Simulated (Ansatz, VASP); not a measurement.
## WS2: VASP beside Ansatz

```
CELL_PARAMETERS angstrom
3.14578 0.00000 0.00000
-1.57289 2.72432 0.00000
0.00000 0.00000 33.90684
ATOMIC_POSITIONS crystal
W 0.33333 0.66667 0.50000
W 0.33333 0.66667 0.00000
S 0.71985 0.37227 0.45379
S 0.66667 0.33333 0.95379
S 0.66667 0.33333 0.04621
S 0.61348 0.29440 0.54621
```

Change from the starting cell: mode 7 (295.3 1/cm) frozen in, largest displacement +0.150 Å.

Alike in both runs: task single point; functional PBEsol; k mesh 12 × 12 × 1; occupations gaussian, width 0.05 eV; no spin polarisation.

|  | VASP | Ansatz |
| --- | --- | --- |
| version | VASP 6.6.1 | Ansatz 0.2.0 |
| potentials or method | VASP PAW PBE potentials, release 64 (W_sv, S), cutoff 520 eV | scalar-relativistic, plane waves, PAW |
| valence electrons in the cell | 52 | 52 |

VASP gave:

- gap on the k mesh at the Fermi level (eV): 1.89
- least direct gap on the mesh (eV): 1.89
- rms of the force components (eV/Å): 0.535

**Question.** Estimate Ansatz's values.

**Answer.** gap on the k mesh at the Fermi level (eV): 1.89; least direct gap on the mesh (eV): 1.89; rms of the force components (eV/Å): 0.533.

VASP's potentials were made for PBE, not for PBEsol. Atom by atom the forces differ by 0.011 eV/Å (rms over components). The functional is the same, so the differences come from potentials, cutoffs and numerics. Ansatz's warnings: xc potential rough in thin density.

Spin-orbit coupling is off throughout.
